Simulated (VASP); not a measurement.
Input of a VASP 6.6.1 run:

Contents of INCAR:

```
  ALGO = Normal
  EDIFF = 1E-6
  ENCUT = 520
  GGA = PS
  ISIF = 2
  ISMEAR = 0
  ISPIN = 2
  LASPH = True
  LCHARG = False
  LMAXMIX = 4
  LORBIT = 11
  LREAL = False
  LWAVE = False
  MAGMOM = 0 0 0 3.19
  NBANDS = 38
  NELM = 150
  PREC = Accurate
  SIGMA = 0.1
```

KPOINTS

```
k-points
0
Gamma
  6 6 6
```

File POSCAR:

```
MnGa3
1.0
    0.0000000000      3.1491401061      3.1491401061
    3.1491401061      0.0000000000      3.1491401061
    3.1491401061      3.1491401061      0.0000000000
Ga Mn
3 1
Direct
    0.2500000000      0.2500000000      0.2500000000
    0.7500000000      0.7500000000      0.7500000000
    0.5000000000      0.5000000000      0.5000000000
    0.0000000000      0.0000000000      0.0000000000
```

Potentials or basis: VASP PAW PBE potentials, release 64 (Ga_d, Mn_pv).

The run is started by

```bash
$ cat potpaw_PBE.64/Ga_d/POTCAR potpaw_PBE.64/Mn_pv/POTCAR > POTCAR
$ mpirun -np 1 vasp_std > vasp.out
```

(1) Estimate the site moments.

(2) Predict the pressure.

Results:

(1) Ga -0.05, -0.03 (each value once); Mn +3.16 μB.

(2) 0.2 GPa.

Caveat: the PAW data sets were made with another functional, which shifts forces and pressure a little.
